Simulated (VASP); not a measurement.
A run of VASP 6.6.1 is set up as follows.

INCAR

```
SYSTEM = WS2
PREC = Accurate
ENCUT = 520
EDIFF = 1E-7
ISMEAR = 0
SIGMA = 0.05
LREAL = .FALSE.
LASPH = .TRUE.
NELM = 100
ALGO = Normal
ISIF = 2
LWAVE = .FALSE.
LCHARG = .TRUE.
LELF = .TRUE.
LVHAR = .TRUE.
NBANDS = 20
```

The input KPOINTS:

```
regular mesh
0
G
  12 12 2
  0 0 0
```

File POSCAR:

```
WS2
1.0
    3.1254814186      0.0000000000      0.0000000000
   -1.5627407093      2.7067463075      0.0000000000
    0.0000000000      0.0000000000     16.9531110566
W S
1 2
Direct
    0.3354668423      0.6732100907     -0.0019563242
    0.6743525804      0.3528905637      0.9184982786
    0.6568472439      0.3072326790      0.0834580455
```

Potentials or basis: VASP PAW LDA potentials, release 64 (W_sv, S).

Command:

```sh
$ cat potpaw_LDA.64/W_sv/POTCAR potpaw_LDA.64/S/POTCAR > POTCAR
$ mpirun -np 1 vasp_std > vasp.out
```

Task: What does it give for the band gap on the k mesh?

Result: 0.63 eV (least direct gap 1.49 eV).

Task: What does it give for the largest force?

Result: 5.492 eV/Å.

Forces on the atoms (eV/Å):
```
W    0.114 -0.751  2.180
S    0.051 -0.592 -5.460
S   -0.165  1.343  3.280
```

Caveat: the cell differs from its parent crystal (atoms moved at random); there is no dipole correction, which matters where the two faces differ; spin-orbit coupling is left out, which moves the levels of the heavy elements.
